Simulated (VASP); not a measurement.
C, 2 atoms in the cell. Symmetry: Fmmm, No. 69, orthorhombic system. Conventional cell: a = 2.392 Å, b = 4.535 Å, c = 6.593 Å, α = 90.00°, β = 90.00°, γ = 90.00°. Within 1.9 Å of C (site symmetry m2m) lie 3 C at 1.41 to 1.51 Å. 

| Item | Value |
| --- | --- |
| Program | VASP 6.6.1 |
| Task | single point |
| Functional | PBE |
| Dispersion | D3(BJ) |
| Potentials or basis | VASP PAW PBE potentials, release 64 (C) |
| Cutoff | 520 eV |
| k mesh | 18 × 18 × 18 |
| Occupations | gaussian, width 0.03 eV |
| Spin | no spin polarisation |
| Dipole correction | no |
| Further INCAR settings | ALGO = Normal; EDIFF = 1e-06; NBANDS = 11 |

Potentials or basis: VASP PAW PBE potentials, release 64 (C).

Command:

```console
$ cat potpaw_PBE.64/C/POTCAR > POTCAR
$ mpirun -np 1 vasp_std > vasp.out
```

Hardware: 1 thread of Intel(R) Xeon(R) Platinum 8488C (Sapphire Rapids), on a shared host.

**Question.** How long does it take, and how much memory?

**Answer.** Run time: 2.2 min on 1 thread of Intel(R) Xeon(R) Platinum 8488C (Sapphire Rapids) (shared host), peak memory 0.26 GiB. Counts: scf iterations 12, k points 865.
